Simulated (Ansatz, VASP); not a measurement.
**One calculation of Zn2InO, two programs**

```xyz
4
Lattice="4.0716 0.0000 0.0000 0.0000 4.0716 0.0000 0.0000 0.0000 4.4955" Properties=species:S:1:pos:R:3 pbc="T T T"
Zn    0.0000    2.0358    2.2478
Zn    2.0358    0.0000    2.2478
In    0.0000    0.0000    0.0000
O     2.0358    2.0358    2.2478
```

Alike in both runs: functional PBE; k mesh 12 × 12 × 10; occupations gaussian, width 0.1 eV; no spin polarisation.

Ansatz relaxed the structure, and its values are those at the end. VASP's run is a single point on that final structure, the one shown.

```csv
,VASP,Ansatz
version,VASP 6.6.1,Ansatz 0.2.0
potentials or method,"VASP PAW PBE potentials, release 64 (Zn, In_d, O), cutoff 520 eV","scalar-relativistic, plane waves, PAW"
valence electrons in the cell,43,43
```

```csv
,VASP,Ansatz,Ansatz less VASP
gap on the k mesh at the Fermi level (eV),none,none,-
pressure (GPa),0.3,0.0,-0.29
```

A gap of «none» marks a metal or a gap that the smearing closes.
